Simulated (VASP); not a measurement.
A run of VASP 6.6.1 is set up as follows.

File INCAR:

```
PREC     = Accurate       # precision mode
ENCUT    = 520            # plane-wave cutoff, eV
EDIFF    = 1E-7           # SCF threshold, eV
ISMEAR   = -1             # smearing method
SIGMA    = 0.08           # smearing width, eV
LREAL    = False          # projectors in reciprocal space
LASPH    = True           # aspherical terms in the spheres
NELM     = 60             # most SCF steps
ALGO     = Normal         # electronic algorithm
ISIF     = 2              # what is computed and relaxed
LWAVE    = False          # write WAVECAR
LCHARG   = False          # write CHGCAR
GGA      = PE             # functional
NBANDS   = 11             # bands
```

The input KPOINTS:

```
regular mesh
0
Gamma
  16 16 16
```

File POSCAR:

```
AlN
1.0
    0.0000000000      1.9866355153      1.9866355153
    1.9866355153      0.0000000000      1.9866355153
    1.9866355153      1.9866355153      0.0000000000
Al N
1 1
Direct
    0.0000000000      0.0000000000      0.0000000000
    0.5000000000      0.5000000000      0.5000000000
```

Potentials or basis: VASP PAW PBE potentials, release 64 (Al, N).

Command:

```console
$ cat potpaw_PBE.64/Al/POTCAR potpaw_PBE.64/N/POTCAR > POTCAR
$ mpirun -np 1 vasp_std > vasp.out
```

**Question.** Estimate the band gap on the k mesh.

**Answer.** 5.12 eV, indirect (least direct gap 6.46 eV).

**Question.** Predict the pressure.

**Answer.** 20.8 GPa.

Caveat: the cell differs from its parent crystal (volume scaled by 0.93, to set the pressure). A k mesh can miss the band edges.
